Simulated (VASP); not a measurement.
# W (Pm-3m) in VASP: single point with PBEsol

Aim: the single point of W with PBEsol.

All numbers are computed with VASP 6.6.1; they aren't measurements. Logs are shortened: lines on timing, memory, paths and dates and some standing lists are left out, and cuts for length are marked.

### 1 The cell of the first run

The structure is cubic, space group Pm-3m (No. 221). Conventional cell: a = 2.610 Å, b = 2.610 Å, c = 2.610 Å, α = 90.00°, β = 90.00°, γ = 90.00°. Within 3.4 Å of W (site symmetry m-3m) lie 6 W at 2.61 Å.

### 2 Single point, PBEsol

INCAR reads:

```
PREC = Accurate
ENCUT = 520
EDIFF = 1E-6
ISMEAR = -1
SIGMA = 0.1
LREAL = F
LASPH = T
NELM = 80
ALGO = Normal
ISIF = 2
LWAVE = F
LCHARG = F
GGA = PS
NBANDS = 13
```

KPOINTS reads:

```
regular mesh
0
Gamma
  16 16 16
```

POSCAR reads:

```
W
1.0
    2.6095092410      0.0000000000      0.0000000000
    0.0000000000      2.6095092410      0.0000000000
    0.0000000000      0.0000000000      2.6095092410
W
1
Direct
    0.0000000000      0.0000000000      0.0000000000
```

Potentials or basis: VASP PAW PBE potentials, release 64 (W_sv).

Command:

```bash
> cat potpaw_PBE.64/W_sv/POTCAR > POTCAR
> mpirun -np 1 vasp_std > vasp.out
```

OUTCAR:

```text
PREC = Accurate
   ENCUT = 520
   EDIFF = 1E-6
   ISMEAR = -1
   LREAL = F
   LASPH = T
   NELM = 80
   ISIF = 2
   GGA = PS

 ion  position               nearest neighbor table
   1  0.000  0.000  0.000-

  LATTYP: Found a simple cubic cell.
 ALAT       =     2.6095092410

  Lattice vectors:

 A1 = (   2.6095092410,   0.0000000000,   0.0000000000)
 A2 = (   0.0000000000,   2.6095092410,   0.0000000000)
 A3 = (   0.0000000000,   0.0000000000,   2.6095092410)

Analysis of symmetry for initial positions (statically):
=====================================================================
 Subroutine PRICEL returns:
 Original cell was already a primitive cell.

 Routine SETGRP: Setting up the symmetry group for a
 simple cubic supercell.

 Subroutine GETGRP returns: Found 48 space group operations
 (whereof 48 operations were pure point group operations)
 out of a pool of 48 trial point group operations.

The static configuration has the point symmetry O_h .

Analysis of symmetry for dynamics (positions and initial velocities):
=====================================================================
 Subroutine PRICEL returns:
 Original cell was already a primitive cell.

 Routine SETGRP: Setting up the symmetry group for a
 simple cubic supercell.

 Subroutine GETGRP returns: Found 48 space group operations
 (whereof 48 operations were pure point group operations)
 out of a pool of 48 trial point group operations.

The dynamic configuration has the point symmetry O_h .

 Subroutine INISYM returns: Found 48 space group operations
 (whereof 48 operations are pure point group operations),
 and found     1 'primitive' translations

----------------------------------------------------------------------------------------

                                     Primitive cell

  volume of cell :      17.7696

  direct lattice vectors                    reciprocal lattice vectors
     2.609509241  0.000000000  0.000000000     0.383213818  0.000000000  0.000000000
     0.000000000  2.609509241  0.000000000     0.000000000  0.383213818  0.000000000
     0.000000000  0.000000000  2.609509241     0.000000000  0.000000000  0.383213818

  length of vectors
     2.609509241  2.609509241  2.609509241     0.383213818  0.383213818  0.383213818

  position of ions in fractional coordinates (direct lattice)
     0.000000000  0.000000000  0.000000000

  ion indices of the primitive-cell ions
   primitive index   ion index
                 1           1

----------------------------------------------------------------------------------------

 KPOINTS: regular mesh

Automatic generation of k-mesh.
 Grid dimensions read from file:
 generate k-points for:   16   16   16

 Generating k-lattice:

  Cartesian coordinates                     Fractional coordinates (reciprocal lattice)
     0.023950864  0.000000000  0.000000000     0.062500000  0.000000000  0.000000000
     0.000000000  0.023950864  0.000000000     0.000000000  0.062500000  0.000000000
     0.000000000  0.000000000  0.023950864     0.000000000  0.000000000  0.062500000

  Length of vectors
     0.023950864  0.023950864  0.023950864

  Shift w.r.t. Gamma in fractional coordinates (k-lattice)
     0.000000000  0.000000000  0.000000000

 Subroutine IBZKPT returns following result:
 ===========================================

 Found    165 irreducible k-points:

 Following reciprocal coordinates:
            Coordinates               Weight
  0.000000  0.000000  0.000000      1.000000
  0.062500  0.000000  0.000000      6.000000
  0.125000  0.000000  0.000000      6.000000
  0.187500  0.000000  0.000000      6.000000
  0.250000  0.000000  0.000000      6.000000
  0.312500  0.000000  0.000000      6.000000
[... 16 lines left out ...]
  0.437500  0.125000  0.000000     24.000000
  0.500000  0.125000  0.000000     12.000000
 [... further k-points ...]
   k-points           NKPTS =    165   k-points in BZ     NKDIM =    165   number of bands    NBANDS=     13
   number of dos      NEDOS =    301   number of ions     NIONS =      1
   total plane-waves  NPLWV =   8000
   dimension x,y,z NGX =    20 NGY =   20 NGZ =   20
   dimension x,y,z NGXF=    40 NGYF=   40 NGZF=   40
   ions per type =               1
   NGX,Y,Z   is equivalent  to a cutoff of  12.74, 12.74, 12.74 a.u.
   NGXF,Y,Z  is equivalent  to a cutoff of  25.48, 25.48, 25.48 a.u.
 SYSTEM =  unknown system
   PREC   = accura    normal or accurate (medium, high low for compatibility)
   ISTART =      0    job   : 0-new  1-cont  2-samecut
   ICHARG =      2    charge: 1-file 2-atom 10-const
   ISPIN  =      1    spin polarized calculation?
   LNONCOLLINEAR =      F non collinear calculations
   LSORBIT =      F    spin-orbit coupling
   LASPH  =      T    aspherical Exc in radial PAW
   ENCUT  =  520.0 eV  38.22 Ry    6.18 a.u.   4.85  4.85  4.85*2*pi/ulx,y,z
   NELM   =     80;   NELMIN=  2; NELMDL= -5     # of ELM steps
   EDIFF  = 0.1E-05   stopping-criterion for ELM
   LREAL  =      F    real-space projection
   EDIFFG = 0.1E-04   stopping-criterion for IOM
   NSW    =      0    number of steps for IOM
   IBRION =     -1    ionic relax: 0-MD 1-quasi-New 2-CG
   NFREE  =      0    steps in history (QN), initial steepest desc. (CG)
   ISIF   =      2    stress and relaxation
   ISYM   =      2    0-nonsym 1-usesym 2-fastsym
   POTIM  = 0.5000    time-step for ionic-motion
   TEBEG  =    0.0;   TEEND  =   0.0 temperature during run
   PSTRESS=    0.0 pullay stress
   NELECT =      14.0000    total number of electrons
   NUPDOWN=      -1.0000    fix difference up-down
   EMIN   =  10.00;   EMAX   =-10.00  energy-range for DOS
   EFERMI =   0.00;   METHOD = LEGACY
   ISMEAR =    -1;   SIGMA  =   0.10  broadening in eV -4-tet -1-fermi 0-gaus
   EFERMI_NEDOS =   21; number of points for ismear=-14 and -15
   IALGO  =     38    algorithm
   IMIX   =      4    mixing-type and parameters
     AMIX     =   0.40;   BMIX     =  1.00
     AMIX_MAG =   1.60;   BMIX_MAG =  1.00
  volume/ion in A,a.u.               =      17.77       119.91
  Fermi-wavevector in a.u.,A,eV,Ry     =   1.512024  2.857311 31.105863  2.286216
  Thomas-Fermi vector in A             =   2.622003
   LORBIT       =      0    0 simple, 1 ext, 2 COOP (PROOUT), +10 PAW based schemes
   GGA     = PS    functional components
   LHFCALC =     F    Hartree Fock is set to
   AEXX    =    0.0000 exact exchange contribution
   IVDW    =     0    specifies the selected vdW correction
   LEPSILON=     F    determine dielectric tensor
   LRPA    =     F    only Hartree local field effects (RPA)
 non-spin polarized calculation
  energy-cutoff  :      520.00
  volume of cell :       17.77
 maximum number of plane-waves:       500
 NGX is ok and might be reduce to    20
   NGX =  9   NGY =  9   NGZ =  9

 number of electron      14.0000004 magnetization

 Free energy of the ion-electron system (eV)
  ---------------------------------------------------
  ext. energy  EPLUGINS =         0.00000000
  ---------------------------------------------------
  free energy    TOTEN  =       -12.33128762 eV

  energy without entropy =      -12.30528230  energy(sigma->0) =      -12.31828496

 E-fermi :   9.5743     XC(G=0): -12.9827

 val. band max:        9.5675472770   @ k =   0.3750   0.3125   0.1875
 cond. band min:       9.5798654219   @ k =   0.5000   0.4375   0.1250
 fundamental gap:      0.0123181448
 Fermi energy:         9.5743311150

 k-point     1 :       0.0000    0.0000    0.0000
  band No.  band energies     occupation
      1     -64.4565      2.00000
      2     -28.0179      2.00000
      3     -28.0179      2.00000
      4     -28.0179      2.00000
      5       0.8458      2.00000
      6       5.1106      2.00000
      7       5.1106      2.00000
      8      14.4794      0.00000
      9      14.4794      0.00000
     10      14.4794      0.00000
     11      24.4807      0.00000
     12      24.4807      0.00000
     13      24.4807      0.00000

 k-point     2 :       0.0625    0.0000    0.0000
  band No.  band energies     occupation
      1     -64.4524      2.00000
      2     -28.0755      2.00000
      3     -28.0131      2.00000
      4     -28.0131      2.00000
      5       0.9776      2.00000
      6       5.1447      2.00000
      7       5.2514      2.00000
      8      14.2520      0.00000
      9      14.2521      0.00000
     10      14.4949      0.00000
     11      23.7733      0.00000
     12      24.7754      0.00000
     13      24.7754      0.00000

 k-point     3 :       0.1250    0.0000    0.0000
  band No.  band energies     occupation
      1     -64.4407      2.00000
      2     -28.2374      2.00000
      3     -27.9994      2.00000
      4     -27.9994      2.00000
      5       1.3476      2.00000
      6       5.2432      2.00000
      7       5.6699      2.00000
      8      13.6653      0.00000
      9      13.6653      0.00000
     10      14.5393      0.00000
     11      22.3066      0.00000
     12      25.5535      0.00000
     13      25.5535      0.00000
[... 305 lines left out ...]
 k-point    23 :       0.4375    0.1250    0.0000
  band No.  band energies     occupation
      1     -64.3362      2.00000
      2     -29.3358      2.00000
      3     -28.1043      2.00000
      4     -27.8777      2.00000
      5       4.7617      2.00000
      6       6.5964      2.00000
      7       7.6053      2.00000
      8      10.7371      0.00002
      9      11.5501      0.00000
     10      14.1984      0.00000
     11      19.0168      0.00000
     12      24.6136      0.00000
     13      27.5183      0.00000

 k-point    24 :       0.5000    0.1250    0.0000
  band No.  band energies     occupation
      1     -64.3320      2.00000
      2     -29.3846      2.00000
      3     -28.0990      2.00000
      4     -27.8728      2.00000
      5       4.9583      2.00000
      6       6.6866      2.00000
      7       7.4171      2.00000
      8      10.6288      0.00005
      9      11.6786      0.00000
     10      14.2188      0.00000
     11      19.1428      0.00000
     12      24.4309      0.00000
     13      28.0875      0.00000

 [... further k-points ...]

------------------------ aborting loop because EDIFF is reached ----------------------------------------

  FORCE on cell =-STRESS in cart. coord.  units (eV):
  Direction    XX          YY          ZZ          XY          YZ          ZX
  --------------------------------------------------------------------------------------
  -------------------------------------------------------------------------------------
  Total        0.0816517      0.0816517      0.0816517      0.0000000      0.0000000      0.0000000
  in kB        7.3620612      7.3620612      7.3620612      0.0000000      0.0000000      0.0000000
  external PRESSURE =       7.3620612 kB  Pullay stress =       0.0000000 kB

 VOLUME and BASIS-vectors are now :
 -----------------------------------------------------------------------------
  energy-cutoff  :      520.00
  volume of cell :       17.77
      direct lattice vectors                 reciprocal lattice vectors
     2.609509241  0.000000000  0.000000000     0.383213818  0.000000000  0.000000000
     0.000000000  2.609509241  0.000000000     0.000000000  0.383213818  0.000000000
     0.000000000  0.000000000  2.609509241     0.000000000  0.000000000  0.383213818

 POSITION                                       TOTAL-FORCE (eV/Angst)
 -----------------------------------------------------------------------------------
      0.00000      0.00000      0.00000         0.000000      0.000000      0.000000
 -----------------------------------------------------------------------------------
    total drift:                                0.000000      0.000000      0.000000

  FREE ENERGIE OF THE ION-ELECTRON SYSTEM (eV)
  ---------------------------------------------------
  free  energy   TOTEN  =       -12.3312876202 eV

  energy  without entropy=      -12.3052822960  energy(sigma->0) =      -12.31828496
```

Run time: 12 s. Hardware: 1 thread of Intel Xeon 6975P-C (Granite Rapids), shared host; peak memory 0.15 GiB.

Results:

```yaml
Free_energy: -12.3313 eV
Pressure: 0.7 GPa
Band_gap_on_the_k_mesh: zero (band 7 reaches 11.52 eV, above the bottom of band 8 at 8.47 eV)
```

Levels at points of the mesh, in eV from the Fermi level:
```csv
k point,band 3,band 4,band 5,band 6,band 7,band 8,band 9,band 10,band 11,band 12
"(0.00, 0.00, 0.00)",-37.59,-37.59,-8.73,-4.46,-4.46,4.91,4.91,4.91,14.91,14.91
"(0.50, 0.00, 0.00)",-37.46,-37.46,-5.16,-3.46,-0.73,0.95,0.95,5.33,9.59,13.95
"(0.50, 0.50, 0.00)",-38.80,-37.34,-5.76,-2.95,1.75,1.75,4.91,4.91,7.72,14.69
"(0.50, 0.50, 0.50)",-38.62,-38.62,-4.05,-4.05,-4.05,7.29,8.01,8.01,11.93,11.93
```

Caveat: the PAW data sets were made with another functional, which shifts forces and pressure a little; spin-orbit coupling is left out, which moves the levels of the heavy elements.
